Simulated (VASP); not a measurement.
# Si3As2 (P4/mmm) in VASP: single point with PBE

Aim: the single point of Si3As2 with PBE.

All numbers are computed with VASP 6.6.1; they aren't measurements. Logs are shortened: lines on timing, memory, paths and dates and some standing lists are left out, and cuts for length are marked.

### Step 1. The cell of the first run

Symmetry: P4/mmm, No. 123, tetragonal system. Conventional cell: a = 3.382 Å, b = 3.382 Å, c = 14.660 Å, α = 90.00°, β = 90.00°, γ = 90.00°. Within 3.6 Å of Si (site symmetry 4mm) lie 10 Si at 2.71 to 3.38 Å and 4 As at 2.81 Å. Within 3.7 Å of Si (site symmetry 4mm) lie 8 As at 2.80 to 2.89 Å and 6 Si at 2.92 to 3.38 Å. Si (site symmetry 4/mmm) has 8 As at 2.79 Å and 6 Si at 3.05 to 3.38 Å within 3.7 Å. Within 3.6 Å of Si (site symmetry 4/mmm) lie 12 Si at 2.75 to 3.38 Å and 2 As at 2.83 Å. Within 3.7 Å of As (site symmetry 4mm) lie 9 Si at 2.80 to 2.83 Å and 5 As at 3.06 to 3.38 Å. Within 3.7 Å of As (site symmetry 4mm) lie 8 Si at 2.79 to 2.89 Å and 6 As at 2.88 to 3.38 Å.

The cell was generated, and may not be a known phase.

### Step 2. Single point, PBE

Input file INCAR:

```
PREC = Accurate
ENCUT = 500
EDIFF = 1E-6
ISMEAR = 0
SIGMA = 0.2
LREAL = False
LASPH = True
NELM = 120
ALGO = Normal
ISIF = 2
LWAVE = False
LCHARG = False
GGA = PE
NBANDS = 33
GGA_COMPAT = False
```

Input file KPOINTS:

```
Automatic mesh
0
Gamma
  5 5 1
```

Input file POSCAR:

```
Si3As2
1.0
    3.3816601933      0.0000000000      0.0000000000
    0.0000000000      3.3816601933      0.0000000000
    0.0000000000      0.0000000000     14.6603603895
Si As
6 4
Direct
    0.5000000000      0.5000000000      0.0923452482
    0.5000000000      0.5000000000      0.2916935492
    0.5000000000      0.5000000000      0.5000000000
    0.5000000000      0.5000000000      0.7083064508
    0.5000000000      0.5000000000      0.9076547518
    0.0000000000      0.0000000000      0.0000000000
    0.0000000000      0.0000000000      0.1929746690
    0.0000000000      0.0000000000      0.4019063250
    0.0000000000      0.0000000000      0.5980936750
    0.0000000000      0.0000000000      0.8070253310
```

Potentials or basis: VASP PAW PBE potentials, release 64 (Si, As).

Launch:

```
$ cat potpaw_PBE.64/Si/POTCAR potpaw_PBE.64/As/POTCAR > POTCAR
$ mpirun -np 1 vasp_std > vasp.out
```

OUTCAR:

```text
PREC = Accurate
   ENCUT = 500
   EDIFF = 1E-6
   ISMEAR = 0
   LREAL = False
   LASPH = True
   NELM = 120
   ISIF = 2
   GGA = PE

 ion  position               nearest neighbor table
   1  0.500  0.500  0.092-   5 2.71   6 2.75   6 2.75   6 2.75   6 2.75   7 2.81   7 2.81   7 2.81
                             7 2.81   2 2.92
   2  0.500  0.500  0.292-   7 2.80   7 2.80   7 2.80   7 2.80   8 2.89   8 2.89   8 2.89   8 2.89
                             1 2.92   3 3.05
   3  0.500  0.500  0.500-   8 2.79   9 2.79   8 2.79   9 2.79   8 2.79   9 2.79   8 2.79   9 2.79
                             2 3.05   4 3.05
   4  0.500  0.500  0.708-  10 2.80  10 2.80  10 2.80  10 2.80   9 2.89   9 2.89   9 2.89   9 2.89
                             5 2.92   3 3.05
   5  0.500  0.500  0.908-   1 2.71   6 2.75   6 2.75   6 2.75   6 2.75  10 2.81  10 2.81  10 2.81
                            10 2.81   4 2.92
   6  0.000  0.000  0.000-   1 2.75   5 2.75   1 2.75   5 2.75   1 2.75   5 2.75   1 2.75   5 2.75
                             7 2.83  10 2.83
   7  0.000  0.000  0.193-   2 2.80   2 2.80   2 2.80   2 2.80   1 2.81   1 2.81   1 2.81   1 2.81
                             6 2.83
   8  0.000  0.000  0.402-   3 2.79   3 2.79   3 2.79   3 2.79   9 2.88   2 2.89   2 2.89   2 2.89
                             2 2.89
   9  0.000  0.000  0.598-   3 2.79   3 2.79   3 2.79   3 2.79   8 2.88   4 2.89   4 2.89   4 2.89
                             4 2.89
  10  0.000  0.000  0.807-   4 2.80   4 2.80   4 2.80   4 2.80   5 2.81   5 2.81   5 2.81   5 2.81
                             6 2.83

  LATTYP: Found a simple tetragonal cell.
 ALAT       =     3.3816601933
 C/A-ratio  =     4.3352553336

  Lattice vectors:

 A1 = (   3.3816601933,   0.0000000000,   0.0000000000)
 A2 = (   0.0000000000,   3.3816601933,   0.0000000000)
 A3 = (   0.0000000000,   0.0000000000,  14.6603603895)

Analysis of symmetry for initial positions (statically):
=====================================================================
 Subroutine PRICEL returns:
 Original cell was already a primitive cell.

 Routine SETGRP: Setting up the symmetry group for a
 simple tetragonal supercell.

 Subroutine GETGRP returns: Found 16 space group operations
 (whereof 16 operations were pure point group operations)
 out of a pool of 16 trial point group operations.

The static configuration has the point symmetry D_4h.

Analysis of symmetry for dynamics (positions and initial velocities):
=====================================================================
 Subroutine PRICEL returns:
 Original cell was already a primitive cell.

 Routine SETGRP: Setting up the symmetry group for a
 simple tetragonal supercell.

 Subroutine GETGRP returns: Found 16 space group operations
 (whereof 16 operations were pure point group operations)
 out of a pool of 16 trial point group operations.

The dynamic configuration has the point symmetry D_4h.

 Subroutine INISYM returns: Found 16 space group operations
 (whereof 16 operations are pure point group operations),
 and found     1 'primitive' translations

----------------------------------------------------------------------------------------

                                     Primitive cell

  volume of cell :     167.6504

  direct lattice vectors                    reciprocal lattice vectors
     3.381660193  0.000000000  0.000000000     0.295712740  0.000000000  0.000000000
     0.000000000  3.381660193  0.000000000     0.000000000  0.295712740  0.000000000
     0.000000000  0.000000000 14.660360389     0.000000000  0.000000000  0.068211147

  length of vectors
     3.381660193  3.381660193 14.660360389     0.295712740  0.295712740  0.068211147

  position of ions in fractional coordinates (direct lattice)
     0.500000000  0.500000000  0.092345248
     0.500000000  0.500000000  0.291693549
     0.500000000  0.500000000  0.500000000
     0.500000000  0.500000000  0.708306451
     0.500000000  0.500000000  0.907654752
     0.000000000  0.000000000  0.000000000
     0.000000000  0.000000000  0.192974669
     0.000000000  0.000000000  0.401906325
     0.000000000  0.000000000  0.598093675
     0.000000000  0.000000000  0.807025331

  ion indices of the primitive-cell ions
   primitive index   ion index
                 1           1
                 2           2
                 3           3
                 4           4
                 5           5
                 6           6
                 7           7
                 8           8
                 9           9
                10          10

----------------------------------------------------------------------------------------

 KPOINTS: Automatic mesh

Automatic generation of k-mesh.
 Grid dimensions read from file:
 generate k-points for:    5    5    1

 Generating k-lattice:

  Cartesian coordinates                     Fractional coordinates (reciprocal lattice)
     0.059142548  0.000000000  0.000000000     0.200000000  0.000000000  0.000000000
     0.000000000  0.059142548  0.000000000     0.000000000  0.200000000  0.000000000
     0.000000000  0.000000000  0.068211147     0.000000000  0.000000000  1.000000000

  Length of vectors
     0.059142548  0.059142548  0.068211147

  Shift w.r.t. Gamma in fractional coordinates (k-lattice)
     0.000000000  0.000000000  0.000000000

 Subroutine IBZKPT returns following result:
 ===========================================

 Found      6 irreducible k-points:

 Following reciprocal coordinates:
            Coordinates               Weight
  0.000000  0.000000  0.000000      1.000000
  0.200000  0.000000  0.000000      4.000000
  0.400000  0.000000  0.000000      4.000000
  0.200000  0.200000  0.000000      4.000000
  0.400000  0.200000  0.000000      8.000000
  0.400000  0.400000  0.000000      4.000000
   k-points           NKPTS =      6   k-points in BZ     NKDIM =      6   number of bands    NBANDS=     33
   number of dos      NEDOS =    301   number of ions     NIONS =     10
   total plane-waves  NPLWV =  84672
   dimension x,y,z NGX =    28 NGY =   28 NGZ =  108
   dimension x,y,z NGXF=    56 NGYF=   56 NGZF=  216
   ions per type =               6   4
   NGX,Y,Z   is equivalent  to a cutoff of  13.77, 13.77, 12.25 a.u.
   NGXF,Y,Z  is equivalent  to a cutoff of  27.53, 27.53, 24.49 a.u.
 SYSTEM =  unknown system
   PREC   = accura    normal or accurate (medium, high low for compatibility)
   ISTART =      0    job   : 0-new  1-cont  2-samecut
   ICHARG =      2    charge: 1-file 2-atom 10-const
   ISPIN  =      1    spin polarized calculation?
   LNONCOLLINEAR =      F non collinear calculations
   LSORBIT =      F    spin-orbit coupling
   LASPH  =      T    aspherical Exc in radial PAW
   ENCUT  =  500.0 eV  36.75 Ry    6.06 a.u.   6.17  6.17 26.73*2*pi/ulx,y,z
   NELM   =    120;   NELMIN=  2; NELMDL= -5     # of ELM steps
   EDIFF  = 0.1E-05   stopping-criterion for ELM
   LREAL  =      F    real-space projection
   EDIFFG = 0.1E-04   stopping-criterion for IOM
   NSW    =      0    number of steps for IOM
   IBRION =     -1    ionic relax: 0-MD 1-quasi-New 2-CG
   NFREE  =      0    steps in history (QN), initial steepest desc. (CG)
   ISIF   =      2    stress and relaxation
   ISYM   =      2    0-nonsym 1-usesym 2-fastsym
   POTIM  = 0.5000    time-step for ionic-motion
   TEBEG  =    0.0;   TEEND  =   0.0 temperature during run
   PSTRESS=    0.0 pullay stress
   NELECT =      44.0000    total number of electrons
   NUPDOWN=      -1.0000    fix difference up-down
   EMIN   =  10.00;   EMAX   =-10.00  energy-range for DOS
   EFERMI =   0.00;   METHOD = LEGACY
   ISMEAR =     0;   SIGMA  =   0.20  broadening in eV -4-tet -1-fermi 0-gaus
   EFERMI_NEDOS =   21; number of points for ismear=-14 and -15
   IALGO  =     38    algorithm
   IMIX   =      4    mixing-type and parameters
     AMIX     =   0.40;   BMIX     =  1.00
     AMIX_MAG =   1.60;   BMIX_MAG =  1.00
  volume/ion in A,a.u.               =      16.77       113.14
  Fermi-wavevector in a.u.,A,eV,Ry     =   1.048152  1.980720 14.947663  1.098622
  Thomas-Fermi vector in A             =   2.183062
   LORBIT       =      0    0 simple, 1 ext, 2 COOP (PROOUT), +10 PAW based schemes
   GGA     = PE    functional components
   LHFCALC =     F    Hartree Fock is set to
   AEXX    =    0.0000 exact exchange contribution
   IVDW    =     0    specifies the selected vdW correction
   LEPSILON=     F    determine dielectric tensor
   LRPA    =     F    only Hartree local field effects (RPA)
 non-spin polarized calculation
 Gauss-broadening in eV      SIGMA  =   0.20
  energy-cutoff  :      500.00
  volume of cell :      167.65
 maximum number of plane-waves:      4274
 NGX is ok and might be reduce to    28
   NGX = 13   NGY = 13   NGZ = 53

 number of electron      44.0000001 magnetization

 Free energy of the ion-electron system (eV)
  ---------------------------------------------------
  ext. energy  EPLUGINS =         0.00000000
  ---------------------------------------------------
  free energy    TOTEN  =       -46.17075786 eV

  energy without entropy =      -46.07785502  energy(sigma->0) =      -46.12430644

 E-fermi :   8.0315     XC(G=0): -10.8921

 val. band max:        7.9337579411   @ k =   0.4000   0.4000   0.0000
 cond. band min:       8.0402761544   @ k =   0.4000   0.0000   0.0000
 fundamental gap:      0.1065182133
 Fermi energy:         8.0315116403

 k-point     1 :       0.0000    0.0000    0.0000
  band No.  band energies     occupation
      1      -6.5532      2.00000
      2      -5.9848      2.00000
      3      -5.7911      2.00000
      4      -4.1340      2.00000
      5      -3.4334      2.00000
      6      -0.2154      2.00000
[... 25 lines left out ...]
     32      11.3175      0.00000
     33      11.7643      0.00000
[... 149 lines left out ...]
      3      -2.5549      2.00000
      4      -1.3483      2.00000
      5      -0.4554      2.00000
      6       0.2440      2.00000
[... 25 lines left out ...]
     32      10.3958      0.00000
     33      11.8719      0.00000

------------------------ aborting loop because EDIFF is reached ----------------------------------------

  FORCE on cell =-STRESS in cart. coord.  units (eV):
  Direction    XX          YY          ZZ          XY          YZ          ZX
  --------------------------------------------------------------------------------------
  -------------------------------------------------------------------------------------
  Total        0.5205318      0.5205318      0.0686042      0.0000000      0.0000000      0.0000000
  in kB        4.9745435      4.9745435      0.6556271      0.0000000      0.0000000      0.0000000
  external PRESSURE =       3.5349047 kB  Pullay stress =       0.0000000 kB

 VOLUME and BASIS-vectors are now :
 -----------------------------------------------------------------------------
  energy-cutoff  :      500.00
  volume of cell :      167.65
      direct lattice vectors                 reciprocal lattice vectors
     3.381660193  0.000000000  0.000000000     0.295712740  0.000000000  0.000000000
     0.000000000  3.381660193  0.000000000     0.000000000  0.295712740  0.000000000
     0.000000000  0.000000000 14.660360389     0.000000000  0.000000000  0.068211147

 POSITION                                       TOTAL-FORCE (eV/Angst)
 -----------------------------------------------------------------------------------
      1.69083      1.69083      1.35381        -0.000000      0.000000     -0.035349
      1.69083      1.69083      4.27633         0.000000     -0.000000     -0.010560
      1.69083      1.69083      7.33018        -0.000000     -0.000000     -0.000000
      1.69083      1.69083     10.38403        -0.000000     -0.000000      0.010560
      1.69083      1.69083     13.30655         0.000000      0.000000      0.035349
      0.00000      0.00000      0.00000        -0.000000     -0.000000     -0.000000
      0.00000      0.00000      2.82908        -0.000000     -0.000000      0.045074
      0.00000      0.00000      5.89209        -0.000000     -0.000000     -0.075958
      0.00000      0.00000      8.76827        -0.000000     -0.000000      0.075958
      0.00000      0.00000     11.83128        -0.000000     -0.000000     -0.045074
 -----------------------------------------------------------------------------------
    total drift:                               -0.000000      0.000000     -0.000000

  FREE ENERGIE OF THE ION-ELECTRON SYSTEM (eV)
  ---------------------------------------------------
  free  energy   TOTEN  =       -46.1707578613 eV

  energy  without entropy=      -46.0778550164  energy(sigma->0) =      -46.12430644
```

Run time: 1.9 min. Hardware: 1 thread of Intel Xeon 8259CL, shared host; peak memory 0.27 GiB.

Results:

* Free energy: -46.1708 eV
* Pressure: 0.4 GPa
* Largest force: 0.076 eV/Å
* Band gap on the k mesh: zero (bands 22 and 23 overlap by 2.87 eV)

Forces in eV/Å, atoms in the order of the input:
```
Si   0.000  0.000 -0.035
Si   0.000  0.000 -0.011
Si   0.000  0.000  0.000
Si   0.000  0.000  0.011
Si   0.000  0.000  0.035
Si   0.000  0.000  0.000
As   0.000  0.000  0.045
As   0.000  0.000 -0.076
As   0.000  0.000  0.076
As   0.000  0.000 -0.045
```

Levels at points of the mesh, in eV from the Fermi level:
```csv
k point,band 18,band 19,band 20,band 21,band 22,band 23
"(0.00, 0.00, 0.00)",-1.37,-0.15,0.10,0.10,0.10,0.25
```

Caveat: the k points lie up to 0.43 Å⁻¹ apart, too coarse for converged energies and pressures of a metal.

The gap in the log of VASP goes by the Fermi energy; the results here count the filled bands.